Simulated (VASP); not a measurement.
# Ru in VASP: notebook

Runs on Ru. Level: LDA. Tasks: single point.

All numbers are computed with VASP 6.6.1; they aren't measurements. Logs are shortened: lines on timing, memory, paths and dates and some standing lists are left out, and cuts for length are marked.

### 1 The cell of the first run

Symmetry: Fm-3m, No. 225, cubic system. The conventional cell has a = 3.715 Å, b = 3.715 Å, c = 3.715 Å, α = 90.00°, β = 90.00°, γ = 90.00°. Ru (site symmetry m-3m) has 12 Ru at 2.63 Å within 3.5 Å.

### 2 Single point, LDA (strain -0.030 along x and y, -0.030 along z)

Contents of INCAR:

```
SYSTEM = Ru
ALGO = Normal
EDIFF = 1E-6
ENCUT = 520
ISIF = 2
ISMEAR = 0
LASPH = .True.
LCHARG = .False.
LREAL = .False.
LWAVE = .False.
NBANDS = 13
NELM = 60
PREC = Accurate
SIGMA = 0.15
```

Contents of KPOINTS:

```
k-points
0
Gamma
  22 22 22
  0 0 0
```

Contents of POSCAR:

```
Ru
1.0
    0.0000000000      1.8575500000      1.8575500000
    1.8575500000      0.0000000000      1.8575500000
    1.8575500000      1.8575500000      0.0000000000
Ru
1
Direct
    0.0000000000      0.0000000000      0.0000000000
```

Potentials or basis: VASP PAW LDA potentials, release 64 (Ru_pv).

Command:

```bash
> cat potpaw_LDA.64/Ru_pv/POTCAR > POTCAR
> mpirun -np 1 vasp_std > vasp.out
```

OUTCAR:

```text
SYSTEM = Ru
   EDIFF = 1E-6
   ENCUT = 520
   ISIF = 2
   ISMEAR = 0
   LASPH = .True.
   LREAL = .False.
   NELM = 60
   PREC = Accurate

 ion  position               nearest neighbor table
   1  0.000  0.000  0.000-

  LATTYP: Found a face centered cubic cell.
 ALAT       =     3.7151000000

  Lattice vectors:

 A1 = (   0.0000000000,   1.8575500000,   1.8575500000)
 A2 = (   1.8575500000,   0.0000000000,   1.8575500000)
 A3 = (   1.8575500000,   1.8575500000,   0.0000000000)

Analysis of symmetry for initial positions (statically):
=====================================================================
 Subroutine PRICEL returns:
 Original cell was already a primitive cell.

 Routine SETGRP: Setting up the symmetry group for a
 face centered cubic supercell.

 Subroutine GETGRP returns: Found 48 space group operations
 (whereof 48 operations were pure point group operations)
 out of a pool of 48 trial point group operations.

The static configuration has the point symmetry O_h .

Analysis of symmetry for dynamics (positions and initial velocities):
=====================================================================
 Subroutine PRICEL returns:
 Original cell was already a primitive cell.

 Routine SETGRP: Setting up the symmetry group for a
 face centered cubic supercell.

 Subroutine GETGRP returns: Found 48 space group operations
 (whereof 48 operations were pure point group operations)
 out of a pool of 48 trial point group operations.

The dynamic configuration has the point symmetry O_h .

 Subroutine INISYM returns: Found 48 space group operations
 (whereof 48 operations are pure point group operations),
 and found     1 'primitive' translations

----------------------------------------------------------------------------------------

                                     Primitive cell

  volume of cell :      12.8189

  direct lattice vectors                    reciprocal lattice vectors
     0.000000000  1.857550000  1.857550000    -0.269171758  0.269171758  0.269171758
     1.857550000  0.000000000  1.857550000     0.269171758 -0.269171758  0.269171758
     1.857550000  1.857550000  0.000000000     0.269171758  0.269171758 -0.269171758

  length of vectors
     2.626972403  2.626972403  2.626972403     0.466219162  0.466219162  0.466219162

  position of ions in fractional coordinates (direct lattice)
     0.000000000  0.000000000  0.000000000

  ion indices of the primitive-cell ions
   primitive index   ion index
                 1           1

----------------------------------------------------------------------------------------

 KPOINTS: k-points

Automatic generation of k-mesh.
 Grid dimensions read from file:
 generate k-points for:   22   22   22

 Generating k-lattice:

  Cartesian coordinates                     Fractional coordinates (reciprocal lattice)
    -0.012235080  0.012235080  0.012235080     0.045454545  0.000000000  0.000000000
     0.012235080 -0.012235080  0.012235080     0.000000000  0.045454545  0.000000000
     0.012235080  0.012235080 -0.012235080     0.000000000  0.000000000  0.045454545

  Length of vectors
     0.021191780  0.021191780  0.021191780

  Shift w.r.t. Gamma in fractional coordinates (k-lattice)
     0.000000000  0.000000000  0.000000000

 Subroutine IBZKPT returns following result:
 ===========================================

 Found    328 irreducible k-points:

 Following reciprocal coordinates:
            Coordinates               Weight
  0.000000  0.000000  0.000000      1.000000
  0.045455  0.000000  0.000000      8.000000
  0.090909  0.000000  0.000000      8.000000
  0.136364  0.000000  0.000000      8.000000
  0.181818  0.000000  0.000000      8.000000
  0.227273  0.000000  0.000000      8.000000
[... 16 lines left out ...]
  0.500000  0.045455  0.000000     24.000000
 -0.454545  0.045455  0.000000     24.000000
 [... further k-points ...]
   k-points           NKPTS =    328   k-points in BZ     NKDIM =    328   number of bands    NBANDS=     13
   number of dos      NEDOS =    301   number of ions     NIONS =      1
   total plane-waves  NPLWV =   8000
   dimension x,y,z NGX =    20 NGY =   20 NGZ =   20
   dimension x,y,z NGXF=    40 NGYF=   40 NGZF=   40
   ions per type =               1
   NGX,Y,Z   is equivalent  to a cutoff of  12.66, 12.66, 12.66 a.u.
   NGXF,Y,Z  is equivalent  to a cutoff of  25.31, 25.31, 25.31 a.u.
 SYSTEM =  Ru
   PREC   = accura    normal or accurate (medium, high low for compatibility)
   ISTART =      0    job   : 0-new  1-cont  2-samecut
   ICHARG =      2    charge: 1-file 2-atom 10-const
   ISPIN  =      1    spin polarized calculation?
   LNONCOLLINEAR =      F non collinear calculations
   LSORBIT =      F    spin-orbit coupling
   LASPH  =      T    aspherical Exc in radial PAW
   ENCUT  =  520.0 eV  38.22 Ry    6.18 a.u.   4.88  4.88  4.88*2*pi/ulx,y,z
   NELM   =     60;   NELMIN=  2; NELMDL= -5     # of ELM steps
   EDIFF  = 0.1E-05   stopping-criterion for ELM
   LREAL  =      F    real-space projection
   EDIFFG = 0.1E-04   stopping-criterion for IOM
   NSW    =      0    number of steps for IOM
   IBRION =     -1    ionic relax: 0-MD 1-quasi-New 2-CG
   NFREE  =      0    steps in history (QN), initial steepest desc. (CG)
   ISIF   =      2    stress and relaxation
   ISYM   =      2    0-nonsym 1-usesym 2-fastsym
   POTIM  = 0.5000    time-step for ionic-motion
   TEBEG  =    0.0;   TEEND  =   0.0 temperature during run
   PSTRESS=    0.0 pullay stress
   NELECT =      14.0000    total number of electrons
   NUPDOWN=      -1.0000    fix difference up-down
   EMIN   =  10.00;   EMAX   =-10.00  energy-range for DOS
   EFERMI =   0.00;   METHOD = LEGACY
   ISMEAR =     0;   SIGMA  =   0.15  broadening in eV -4-tet -1-fermi 0-gaus
   EFERMI_NEDOS =   21; number of points for ismear=-14 and -15
   IALGO  =     38    algorithm
   IMIX   =      4    mixing-type and parameters
     AMIX     =   0.40;   BMIX     =  1.00
     AMIX_MAG =   1.60;   BMIX_MAG =  1.00
  volume/ion in A,a.u.               =      12.82        86.51
  Fermi-wavevector in a.u.,A,eV,Ry     =   1.685907  3.185903 38.671609  2.842283
  Thomas-Fermi vector in A             =   2.768667
   LORBIT       =      0    0 simple, 1 ext, 2 COOP (PROOUT), +10 PAW based schemes
   GGA     = CA    functional components
   LHFCALC =     F    Hartree Fock is set to
   AEXX    =    0.0000 exact exchange contribution
   IVDW    =     0    specifies the selected vdW correction
   LEPSILON=     F    determine dielectric tensor
   LRPA    =     F    only Hartree local field effects (RPA)
 non-spin polarized calculation
 Gauss-broadening in eV      SIGMA  =   0.15
  energy-cutoff  :      520.00
  volume of cell :       12.82
 maximum number of plane-waves:       357
   NGX =  9   NGY =  9   NGZ =  9

 number of electron      13.9999998 magnetization

 Free energy of the ion-electron system (eV)
  ---------------------------------------------------
  ext. energy  EPLUGINS =         0.00000000
  ---------------------------------------------------
  free energy    TOTEN  =       -10.57027862 eV

  energy without entropy =      -10.56090754  energy(sigma->0) =      -10.56559308

 E-fermi :  13.6838     XC(G=0): -14.7355

 val. band max:       13.6619376703   @ k =   0.1364   0.0909   0.0455
 cond. band min:      13.6917999936   @ k =  -0.0909   0.0909   0.0000
 fundamental gap:      0.0298623232
 Fermi energy:        13.6838197863

 k-point     1 :       0.0000    0.0000    0.0000
  band No.  band energies     occupation
      1     -28.5331      2.00000
      2     -28.5331      2.00000
      3     -28.5331      2.00000
      4       5.4135      2.00000
      5      10.8561      2.00000
      6      10.8561      2.00000
      7      10.8561      2.00000
      8      13.5618      1.75020
      9      13.5618      1.75020
     10      23.7312      0.00000
     11      28.6535      0.00000
     12      34.6727      0.00000
     13      34.6727      0.00000

 k-point     2 :       0.0455    0.0000    0.0000
  band No.  band energies     occupation
      1     -28.5614      2.00000
      2     -28.5367      2.00000
      3     -28.5367      2.00000
      4       5.5084      2.00000
      5      10.8038      2.00000
      6      10.8973      2.00000
      7      10.8973      2.00000
      8      13.5333      1.84400
      9      13.5333      1.84400
     10      23.7311      0.00000
     11      28.8195      0.00000
     12      34.2182      0.00000
     13      34.8313      0.00000

 k-point     3 :       0.0909    0.0000    0.0000
  band No.  band energies     occupation
      1     -28.6433      2.00000
      2     -28.5472      2.00000
      3     -28.5472      2.00000
      4       5.7832      2.00000
      5      10.6652      2.00000
      6      11.0106      2.00000
      7      11.0106      2.00000
      8      13.4629      1.96276
      9      13.4629      1.96276
     10      23.7311      0.00000
     11      29.2900      0.00000
     12      33.1921      0.00000
     13      35.2983      0.00000

 k-point     4 :       0.1364    0.0000    0.0000
  band No.  band energies     occupation
      1     -28.7712      2.00000
      2     -28.5637      2.00000
      3     -28.5637      2.00000
      4       6.2043      2.00000
      5      10.4942      2.00000
      6      11.1618      2.00000
      7      11.1618      2.00000
      8      13.3957      1.99340
      9      13.3957      1.99340
     10      23.7311      0.00000
     11      29.9679      0.00000
     12      32.0232      0.00000
     13      36.0486      0.00000

 k-point     5 :       0.1818    0.0000    0.0000
  band No.  band energies     occupation
      1     -28.9334      2.00000
      2     -28.5847      2.00000
      3     -28.5847      2.00000
      4       6.6998      2.00000
      5      10.3852      2.00000
      6      11.2875      2.00000
      7      11.2875      2.00000
      8      13.4078      1.99074
      9      13.4078      1.99074
     10      23.7311      0.00000
     11      30.4265      0.00000
     12      31.1582      0.00000
     13      37.0435      0.00000
[... 257 lines left out ...]
 k-point    22 :       0.4545    0.0455    0.0000
  band No.  band energies     occupation
      1     -29.7938      2.00000
      2     -28.7139      2.00000
      3     -28.7128      2.00000
      4       7.2571      2.00000
      5      10.6770      2.00000
      6      10.8493      2.00000
      7      13.7250      0.69815
      8      15.5633      0.00000
      9      15.9071      0.00000
     10      23.7273      0.00000
     11      25.0575      0.00000
     12      28.7320      0.00000
     13      35.3859      0.00000

 k-point    23 :       0.5000    0.0455    0.0000
  band No.  band energies     occupation
      1     -29.8347      2.00000
      2     -28.7247      2.00000
      3     -28.7138      2.00000
      4       7.2134      2.00000
      5      10.6372      2.00000
      6      10.7914      2.00000
      7      14.1181      0.00004
      8      15.6314      0.00000
      9      16.2761      0.00000
     10      23.7241      0.00000
     11      24.5340      0.00000
     12      28.4795      0.00000
     13      35.1964      0.00000

 k-point    24 :      -0.4545    0.0455    0.0000
  band No.  band energies     occupation
      1     -29.8263      2.00000
      2     -28.7285      2.00000
      3     -28.7077      2.00000
      4       7.2234      2.00000
      5      10.6583      2.00000
      6      10.7897      2.00000
      7      14.0707      0.00027
      8      15.4949      0.00000
      9      16.2841      0.00000
     10      23.7252      0.00000
     11      24.6483      0.00000
     12      28.5294      0.00000
     13      35.0645      0.00000

 [... further k-points ...]

------------------------ aborting loop because EDIFF is reached ----------------------------------------

  FORCE on cell =-STRESS in cart. coord.  units (eV):
  Direction    XX          YY          ZZ          XY          YZ          ZX
  --------------------------------------------------------------------------------------
  -------------------------------------------------------------------------------------
  Total        0.8537902      0.8537902      0.8537902     -0.0000000      0.0000000      0.0000000
  in kB      106.7112540    106.7112540    106.7112540     -0.0000000      0.0000000      0.0000000
  external PRESSURE =     106.7112540 kB  Pullay stress =       0.0000000 kB

 VOLUME and BASIS-vectors are now :
 -----------------------------------------------------------------------------
  energy-cutoff  :      520.00
  volume of cell :       12.82
      direct lattice vectors                 reciprocal lattice vectors
     0.000000000  1.857550000  1.857550000    -0.269171758  0.269171758  0.269171758
     1.857550000  0.000000000  1.857550000     0.269171758 -0.269171758  0.269171758
     1.857550000  1.857550000  0.000000000     0.269171758  0.269171758 -0.269171758

 POSITION                                       TOTAL-FORCE (eV/Angst)
 -----------------------------------------------------------------------------------
      0.00000      0.00000      0.00000         0.000000      0.000000      0.000000
 -----------------------------------------------------------------------------------
    total drift:                                0.000000      0.000000      0.000000

  FREE ENERGIE OF THE ION-ELECTRON SYSTEM (eV)
  ---------------------------------------------------
  free  energy   TOTEN  =       -10.5702786213 eV

  energy  without entropy=      -10.5609075409  energy(sigma->0) =      -10.56559308
```

It took 15 s on 1 thread of Intel Xeon 6975P-C (Granite Rapids), shared host; peak memory 0.16 GiB.

What came out:

- Free energy: -10.5703 eV
- Pressure: 10.7 GPa
- Band gap on the k mesh: zero (band 7 reaches 16.20 eV, above the bottom of band 8 at 12.26 eV)

Caveat: the cell differs from its parent crystal (strain -0.030 along x and y, -0.030 along z).

### 3 Single point, LDA (strain -0.030 along x and y, +0.000 along z)

Contents of INCAR:

```
PREC = Accurate
ENCUT = 520
EDIFF = 1E-7
ISMEAR = 0
SIGMA = 0.15
LREAL = F
LASPH = T
NELM = 100
ALGO = Fast
ISIF = 2
LWAVE = F
LCHARG = F
NBANDS = 13
```

Contents of KPOINTS:

```
Automatic mesh
0
Gamma
  22 22 22
```

Contents of POSCAR:

```
Ru
1.0
    0.0000000000      1.8575500000      1.9150000000
    1.8575500000      0.0000000000      1.9150000000
    1.8575500000      1.8575500000      0.0000000000
Ru
1
Direct
    0.0000000000      0.0000000000      0.0000000000
```

Potentials or basis: VASP PAW LDA potentials, release 64 (Ru_pv).

Command:

```bash
> cat potpaw_LDA.64/Ru_pv/POTCAR > POTCAR
> mpirun -np 1 vasp_std > vasp.out
```

It took 55 s on 1 thread of Intel Xeon 6975P-C (Granite Rapids), shared host; peak memory 0.23 GiB.

The run converged. Its results:

- Free energy: -10.5749 eV
- Pressure: -0.9 GPa
- Band gap on the k mesh: zero (band 7 reaches 15.47 eV, above the bottom of band 8 at 11.60 eV)

Stress tensor (GPa, compression positive):
```
 1.99  0.00  0.00
 0.00  1.99  0.00
 0.00  0.00 -6.75
```

Levels at points of the mesh, in eV from the Fermi level:
| k point | band 5 | band 6 | band 7 | band 8 | band 9 | band 10 |
| --- | --- | --- | --- | --- | --- | --- |
| (0.00, 0.00, 0.00) | -2.97 | -2.57 | -2.57 | -0.38 | 0.10 | 10.06 |
| (0.50, 0.00, 0.00) | -3.04 | -2.64 | 1.06 | 1.73 | 1.94 | 10.05 |
| (0.50, 0.50, 0.00) | -6.16 | 1.82 | 2.36 | 2.36 | 3.30 | 10.06 |
| (0.50, 0.00, 0.50) | -6.18 | 1.78 | 2.20 | 2.57 | 3.97 | 10.06 |

Caveat: the cell differs from its parent crystal (strain -0.030 along x and y, +0.000 along z).

### 4 Single point, LDA (strain -0.030 along x and y, +0.030 along z)

Contents of INCAR:

```
PREC = Accurate ; ENCUT = 520
EDIFF = 1E-6 ; ISMEAR = 0
SIGMA = 0.15 ; LREAL = F
LASPH = T ; NELM = 80
ALGO = Fast ; ISIF = 2
LWAVE = F ; LCHARG = F
GGA = CA ; NBANDS = 13
```

Contents of KPOINTS:

```
regular mesh
0
Gamma
  22 22 22
```

Contents of POSCAR:

```
Ru
1.0
    0.0000000000      1.8575500000      1.9724500000
    1.8575500000      0.0000000000      1.9724500000
    1.8575500000      1.8575500000      0.0000000000
Ru
1
Direct
    0.0000000000      0.0000000000      0.0000000000
```

Command:

```bash
> cat potpaw_LDA.64/Ru_pv/POTCAR > POTCAR
> mpirun -np 1 vasp_std > vasp.out
```

It took 52 s on 1 thread of Intel Xeon 6975P-C (Granite Rapids), shared host; peak memory 0.23 GiB.

It converged, with:

```
Free energy            : -10.5402 eV
Pressure               : -10.3 GPa
Band gap on the k mesh : zero (band 7 reaches 14.78 eV, above the bottom of band 8 at 11.19 eV)
```

Stress tensor (GPa, compression positive):
```
 -4.86   0.00   0.00
  0.00  -4.86   0.00
  0.00   0.00 -21.32
```

Levels at points of the mesh, in eV from the Fermi level:
```
           k point  band 5  band 6  band 7  band 8  band 9  band 10
(0.00, 0.00, 0.00)   -3.10   -2.33   -2.33   -0.64    0.30    10.08
(0.50, 0.00, 0.00)   -3.09   -2.35    1.02    1.55    1.91     9.99
(0.50, 0.50, 0.00)   -5.90    1.74    2.20    2.20    2.79    10.08
(0.50, 0.00, 0.50)   -5.93    1.64    1.89    2.61    4.06    10.08
```

Caveat: the cell differs from its parent crystal (strain -0.030 along x and y, +0.030 along z).

### 5 Summary

| cell | gap on the mesh (eV) | pressure (GPa) |
| --- | --- | --- |
| a = 2.627 Å, angles 60.0°, 1 atom | none | 10.7 |
| a = 2.668, b = 2.668, c = 2.627 Å, angles 60.5, 60.5, 59.0°, 1 atom | none | -0.9 |
| a = 2.709, b = 2.709, c = 2.627 Å, angles 61.0, 61.0, 58.0°, 1 atom | none | -10.3 |

Alike in all rows: task single point; level LDA; potentials or basis VASP PAW LDA potentials, release 64 (Ru_pv); no spin polarisation; k mesh 22 × 22 × 22; cutoff (eV) 520; smearing gaussian 0.15 eV.

Total energies depend on the potentials used, so only differences within one code and one set of settings carry meaning.
